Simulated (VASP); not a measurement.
# Ge (Fm-3m) in VASP: a series of runs

The runs below take Ge through single point, with RPBE.

Everything below comes from runs of VASP 6.6.1. Logs are shortened: lines on timing, memory, paths and dates and some standing lists are left out, and cuts for length are marked.

**1. The cell of the first run**

The structure is cubic, space group Fm-3m (No. 225). The conventional cell has a = 4.134 Å, b = 4.134 Å, c = 4.134 Å, α = 90.00°, β = 90.00°, γ = 90.00°. Ge (site symmetry m-3m) has 12 Ge at 2.92 Å within 3.9 Å.

**2. Single point, RPBE (volume scaled by 0.88)**

Input file INCAR:

```
  PREC = Accurate
  ENCUT = 520
  EDIFF = 1E-6
  ISMEAR = -1
  SIGMA = 0.1
  LREAL = F
  LASPH = T
  NELM = 60
  ALGO = Normal
  ISIF = 2
  LWAVE = F
  LCHARG = F
  GGA = RP
  NBANDS = 13
```

Input file KPOINTS:

```
Automatic mesh
0
Gamma
  14 14 14
```

Input file POSCAR:

```
Ge
1.0
    0.0000000000      2.0670824721      2.0670824721
    2.0670824721      0.0000000000      2.0670824721
    2.0670824721      2.0670824721      0.0000000000
Ge
1
Direct
    0.0000000000      0.0000000000      0.0000000000
```

Potentials or basis: VASP PAW PBE potentials, release 64 (Ge_d).

Run with:

```
> cat potpaw_PBE.64/Ge_d/POTCAR > POTCAR
> mpirun -np 1 vasp_std > vasp.out
```

OUTCAR:

```text
PREC = Accurate
   ENCUT = 520
   EDIFF = 1E-6
   ISMEAR = -1
   LREAL = F
   LASPH = T
   NELM = 60
   ISIF = 2
   GGA = RP

 ion  position               nearest neighbor table
   1  0.000  0.000  0.000-

  LATTYP: Found a face centered cubic cell.
 ALAT       =     4.1341649442

  Lattice vectors:

 A1 = (   0.0000000000,   2.0670824721,   2.0670824721)
 A2 = (   2.0670824721,   0.0000000000,   2.0670824721)
 A3 = (   2.0670824721,   2.0670824721,   0.0000000000)

Analysis of symmetry for initial positions (statically):
=====================================================================
 Subroutine PRICEL returns:
 Original cell was already a primitive cell.

 Routine SETGRP: Setting up the symmetry group for a
 face centered cubic supercell.

 Subroutine GETGRP returns: Found 48 space group operations
 (whereof 48 operations were pure point group operations)
 out of a pool of 48 trial point group operations.

The static configuration has the point symmetry O_h .

Analysis of symmetry for dynamics (positions and initial velocities):
=====================================================================
 Subroutine PRICEL returns:
 Original cell was already a primitive cell.

 Routine SETGRP: Setting up the symmetry group for a
 face centered cubic supercell.

 Subroutine GETGRP returns: Found 48 space group operations
 (whereof 48 operations were pure point group operations)
 out of a pool of 48 trial point group operations.

The dynamic configuration has the point symmetry O_h .

 Subroutine INISYM returns: Found 48 space group operations
 (whereof 48 operations are pure point group operations),
 and found     1 'primitive' translations

----------------------------------------------------------------------------------------

                                     Primitive cell

  volume of cell :      17.6646

  direct lattice vectors                    reciprocal lattice vectors
     0.000000000  2.067082472  2.067082472    -0.241886817  0.241886817  0.241886817
     2.067082472  0.000000000  2.067082472     0.241886817 -0.241886817  0.241886817
     2.067082472  2.067082472  0.000000000     0.241886817  0.241886817 -0.241886817

  length of vectors
     2.923296067  2.923296067  2.923296067     0.418960257  0.418960257  0.418960257

  position of ions in fractional coordinates (direct lattice)
     0.000000000  0.000000000  0.000000000

  ion indices of the primitive-cell ions
   primitive index   ion index
                 1           1

----------------------------------------------------------------------------------------

 KPOINTS: Automatic mesh

Automatic generation of k-mesh.
 Grid dimensions read from file:
 generate k-points for:   14   14   14

 Generating k-lattice:

  Cartesian coordinates                     Fractional coordinates (reciprocal lattice)
    -0.017277630  0.017277630  0.017277630     0.071428571  0.000000000  0.000000000
     0.017277630 -0.017277630  0.017277630     0.000000000  0.071428571  0.000000000
     0.017277630  0.017277630 -0.017277630     0.000000000  0.000000000  0.071428571

  Length of vectors
     0.029925733  0.029925733  0.029925733

  Shift w.r.t. Gamma in fractional coordinates (k-lattice)
     0.000000000  0.000000000  0.000000000

 Subroutine IBZKPT returns following result:
 ===========================================

 Found    104 irreducible k-points:

 Following reciprocal coordinates:
            Coordinates               Weight
  0.000000  0.000000  0.000000      1.000000
  0.071429  0.000000  0.000000      8.000000
  0.142857  0.000000  0.000000      8.000000
  0.214286  0.000000  0.000000      8.000000
  0.285714  0.000000  0.000000      8.000000
  0.357143  0.000000  0.000000      8.000000
[... 16 lines left out ...]
  0.214286  0.142857  0.000000     24.000000
  0.285714  0.142857  0.000000     24.000000
 [... further k-points ...]
   k-points           NKPTS =    104   k-points in BZ     NKDIM =    104   number of bands    NBANDS=     13
   number of dos      NEDOS =    301   number of ions     NIONS =      1
   total plane-waves  NPLWV =  13824
   dimension x,y,z NGX =    24 NGY =   24 NGZ =   24
   dimension x,y,z NGXF=    48 NGYF=   48 NGZF=   48
   ions per type =               1
   NGX,Y,Z   is equivalent  to a cutoff of  13.65, 13.65, 13.65 a.u.
   NGXF,Y,Z  is equivalent  to a cutoff of  27.30, 27.30, 27.30 a.u.
 SYSTEM =  unknown system
   PREC   = accura    normal or accurate (medium, high low for compatibility)
   ISTART =      0    job   : 0-new  1-cont  2-samecut
   ICHARG =      2    charge: 1-file 2-atom 10-const
   ISPIN  =      1    spin polarized calculation?
   LNONCOLLINEAR =      F non collinear calculations
   LSORBIT =      F    spin-orbit coupling
   LASPH  =      T    aspherical Exc in radial PAW
   ENCUT  =  520.0 eV  38.22 Ry    6.18 a.u.   5.44  5.44  5.44*2*pi/ulx,y,z
   NELM   =     60;   NELMIN=  2; NELMDL= -5     # of ELM steps
   EDIFF  = 0.1E-05   stopping-criterion for ELM
   LREAL  =      F    real-space projection
   EDIFFG = 0.1E-04   stopping-criterion for IOM
   NSW    =      0    number of steps for IOM
   IBRION =     -1    ionic relax: 0-MD 1-quasi-New 2-CG
   NFREE  =      0    steps in history (QN), initial steepest desc. (CG)
   ISIF   =      2    stress and relaxation
   ISYM   =      2    0-nonsym 1-usesym 2-fastsym
   POTIM  = 0.5000    time-step for ionic-motion
   TEBEG  =    0.0;   TEEND  =   0.0 temperature during run
   PSTRESS=    0.0 pullay stress
   NELECT =      14.0000    total number of electrons
   NUPDOWN=      -1.0000    fix difference up-down
   EMIN   =  10.00;   EMAX   =-10.00  energy-range for DOS
   EFERMI =   0.00;   METHOD = LEGACY
   ISMEAR =    -1;   SIGMA  =   0.10  broadening in eV -4-tet -1-fermi 0-gaus
   EFERMI_NEDOS =   21; number of points for ismear=-14 and -15
   IALGO  =     38    algorithm
   IMIX   =      4    mixing-type and parameters
     AMIX     =   0.40;   BMIX     =  1.00
     AMIX_MAG =   1.60;   BMIX_MAG =  1.00
  volume/ion in A,a.u.               =      17.66       119.21
  Fermi-wavevector in a.u.,A,eV,Ry     =   1.515013  2.862960 31.228970  2.295265
  Thomas-Fermi vector in A             =   2.624594
   LORBIT       =      0    0 simple, 1 ext, 2 COOP (PROOUT), +10 PAW based schemes
   GGA     = RP    functional components
   LHFCALC =     F    Hartree Fock is set to
   AEXX    =    0.0000 exact exchange contribution
   IVDW    =     0    specifies the selected vdW correction
   LEPSILON=     F    determine dielectric tensor
   LRPA    =     F    only Hartree local field effects (RPA)
 non-spin polarized calculation
  energy-cutoff  :      520.00
  volume of cell :       17.66
 maximum number of plane-waves:       531
 NGX is ok and might be reduce to    24
   NGX = 11   NGY = 11   NGZ = 11

 number of electron      13.9999998 magnetization

 Free energy of the ion-electron system (eV)
  ---------------------------------------------------
  ext. energy  EPLUGINS =         0.00000000
  ---------------------------------------------------
  free energy    TOTEN  =        -3.76167272 eV

  energy without entropy =       -3.74331330  energy(sigma->0) =       -3.75249301

 E-fermi :   7.7508     XC(G=0): -11.5281

 val. band max:        7.6950573090   @ k =  -0.4286   0.4286   0.0714
 cond. band min:       7.7977553466   @ k =  -0.4286   0.4286   0.1429
 fundamental gap:      0.1026980376
 Fermi energy:         7.7507794247

 k-point     1 :       0.0000    0.0000    0.0000
  band No.  band energies     occupation
      1     -17.1677      2.00000
      2     -17.1677      2.00000
      3     -17.1677      2.00000
      4     -17.1076      2.00000
      5     -17.1076      2.00000
      6      -6.0927      2.00000
      7      17.3761      0.00000
      8      17.3761      0.00000
      9      17.3761      0.00000
     10      22.1195      0.00000
     11      22.1195      0.00000
     12      22.1195      0.00000
     13      22.9705      0.00000

 k-point     2 :       0.0714    0.0000    0.0000
  band No.  band energies     occupation
      1     -17.1676      2.00000
      2     -17.1644      2.00000
      3     -17.1644      2.00000
      4     -17.1078      2.00000
      5     -17.1078      2.00000
      6      -5.9583      2.00000
      7      15.9558      0.00000
      8      17.1411      0.00000
      9      17.1411      0.00000
     10      21.2735      0.00000
     11      22.5212      0.00000
     12      22.5212      0.00000
     13      24.9794      0.00000

 k-point     3 :       0.1429    0.0000    0.0000
  band No.  band energies     occupation
      1     -17.1679      2.00000
      2     -17.1571      2.00000
      3     -17.1571      2.00000
      4     -17.1066      2.00000
      5     -17.1066      2.00000
      6      -5.5550      2.00000
      7      13.2278      0.00000
      8      16.6275      0.00000
      9      16.6275      0.00000
     10      20.7580      0.00000
     11      23.3478      0.00000
     12      23.3479      0.00000
     13      26.2148      0.00000
[... 305 lines left out ...]
 k-point    23 :       0.2143    0.1429    0.0000
  band No.  band energies     occupation
      1     -17.1852      2.00000
      2     -17.1369      2.00000
      3     -17.1336      2.00000
      4     -17.1235      2.00000
      5     -17.0909      2.00000
      6      -4.8826      2.00000
      7      12.5269      0.00000
      8      14.1551      0.00000
      9      15.0601      0.00000
     10      18.4504      0.00000
     11      20.4113      0.00000
     12      26.0409      0.00000
     13      26.7019      0.00000

 k-point    24 :       0.2857    0.1429    0.0000
  band No.  band energies     occupation
      1     -17.1851      2.00000
      2     -17.1427      2.00000
      3     -17.1304      2.00000
      4     -17.1114      2.00000
      5     -17.0779      2.00000
      6      -4.1215      2.00000
      7       9.8047      0.00000
      8      13.6533      0.00000
      9      14.3703      0.00000
     10      18.3288      0.00000
     11      20.7618      0.00000
     12      25.8538      0.00000
     13      26.1852      0.00000

 [... further k-points ...]
[... 5 lines left out ...]
  --------------------------------------------------------------------------------------
  -------------------------------------------------------------------------------------
  Total        1.0784576      1.0784576      1.0784576      0.0000000      0.0000000     -0.0000000
  in kB       97.8160832     97.8160832     97.8160832      0.0000000      0.0000000     -0.0000000
  external PRESSURE =      97.8160832 kB  Pullay stress =       0.0000000 kB

 VOLUME and BASIS-vectors are now :
 -----------------------------------------------------------------------------
  energy-cutoff  :      520.00
  volume of cell :       17.66
      direct lattice vectors                 reciprocal lattice vectors
     0.000000000  2.067082472  2.067082472    -0.241886817  0.241886817  0.241886817
     2.067082472  0.000000000  2.067082472     0.241886817 -0.241886817  0.241886817
     2.067082472  2.067082472  0.000000000     0.241886817  0.241886817 -0.241886817

 POSITION                                       TOTAL-FORCE (eV/Angst)
 -----------------------------------------------------------------------------------
      0.00000      0.00000      0.00000         0.000000      0.000000      0.000000
 -----------------------------------------------------------------------------------
    total drift:                               -0.000000      0.000000      0.000000

  FREE ENERGIE OF THE ION-ELECTRON SYSTEM (eV)
  ---------------------------------------------------
  free  energy   TOTEN  =        -3.7616727215 eV

  energy  without entropy=       -3.7433132967  energy(sigma->0) =       -3.75249301
```

Run time: 7.2 s. Hardware: 1 thread of Intel Xeon 6975P-C (Granite Rapids), shared host; peak memory 0.15 GiB.

Results:

```
Free energy            : -3.7617 eV
Pressure               : 9.8 GPa
Band gap on the k mesh : zero (band 7 reaches 17.38 eV, above the bottom of band 8 at 5.12 eV)
```

Caveat: the PAW data sets were made with another functional, which shifts forces and pressure a little.

**3. Single point, RPBE (volume scaled by 0.92)**

Input file INCAR:

```
ALGO = Normal
EDIFF = 1E-6
ENCUT = 520
GGA = RP
ISIF = 2
ISMEAR = -1
LASPH = True
LCHARG = False
LREAL = False
LWAVE = False
NBANDS = 13
NELM = 100
PREC = Accurate
SIGMA = 0.1
```

Input file KPOINTS:

```
k-points
0
Gamma
  14 14 14
```

Input file POSCAR:

```
Ge
1.0
    0.0000000000      2.0979389985      2.0979389985
    2.0979389985      0.0000000000      2.0979389985
    2.0979389985      2.0979389985      0.0000000000
Ge
1
Direct
    0.0000000000      0.0000000000      0.0000000000
```

Potentials or basis: VASP PAW PBE potentials, release 64 (Ge_d).

Run with:

```
> cat potpaw_PBE.64/Ge_d/POTCAR > POTCAR
> mpirun -np 1 vasp_std > vasp.out
```

It took 8.7 s on 1 thread of Intel Xeon 6975P-C (Granite Rapids), shared host; peak memory 0.15 GiB.

Results (log left out):

```
Free energy            : -3.8014 eV
Pressure               : 5.9 GPa
Band gap on the k mesh : zero (band 7 reaches 16.42 eV, above the bottom of band 8 at 4.75 eV)
```

Levels at points of the mesh, in eV from the Fermi level:
| k point | band 4 | band 5 | band 6 | band 7 | band 8 | band 9 | band 10 | band 11 |
| --- | --- | --- | --- | --- | --- | --- | --- | --- |
| (0.00, 0.00, 0.00) | -24.84 | -24.84 | -13.45 | 9.17 | 9.17 | 9.17 | 14.07 | 14.07 |
| (0.50, 0.00, 0.00) | -24.79 | -24.79 | -7.99 | -5.79 | 7.02 | 7.02 | 12.31 | 12.71 |
| (0.50, 0.50, 0.00) | -24.78 | -24.78 | -5.58 | -4.49 | 2.61 | 2.61 | 6.40 | 6.58 |

Caveat: the PAW data sets were made with another functional, which shifts forces and pressure a little.
